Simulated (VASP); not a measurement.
## Os2I: single point with PBE

The system is Os2I.

```
Os I
1.0
     5.63892    0.00000    0.00000
     0.00000    5.63892    0.00000
     0.00000    0.00000    5.63892
Os I
4 2
Direct
  0.25000 0.25000 0.25000
  0.25000 0.75000 0.75000
  0.75000 0.75000 0.25000
  0.75000 0.25000 0.75000
  0.00000 0.00000 0.00000
  0.50000 0.50000 0.50000
```

- Program: VASP 6.6.1
- Task: single point
- Functional: PBE
- Potentials or basis: VASP PAW PBE potentials, release 64 (Os, I)
- Cutoff: 520 eV
- k mesh: 4 × 4 × 4
- Occupations: gaussian, width 0.1 eV
- Spin: no spin polarisation

* Pressure: 0.0 GPa
* Band gap on the k mesh: zero (bands 23 and 24 overlap by 0.47 eV)

Levels at points of the mesh, in eV from the Fermi level:
| k point | band 19 | band 20 | band 21 | band 22 | band 23 | band 24 | band 25 | band 26 |
| --- | --- | --- | --- | --- | --- | --- | --- | --- |
| (0.00, 0.00, 0.00) | -0.45 | -0.45 | -0.45 | -0.45 | 0.40 | 0.40 | 0.40 | 1.06 |
| (0.50, 0.00, 0.00) | -0.49 | -0.49 | -0.24 | -0.24 | 0.06 | 0.06 | 0.46 | 0.46 |
| (0.50, 0.50, 0.00) | -0.57 | -0.57 | -0.10 | -0.10 | -0.06 | -0.06 | 0.43 | 0.43 |
| (0.50, 0.50, 0.50) | -0.76 | -0.23 | -0.23 | -0.23 | 0.31 | 0.31 | 0.68 | 0.70 |

Run time: 91 s on 1 thread of Intel Xeon 8259CL, with other jobs on the host, peak memory 0.27 GiB.

Caveat: spin-orbit coupling is left out, which moves the levels of the heavy elements.
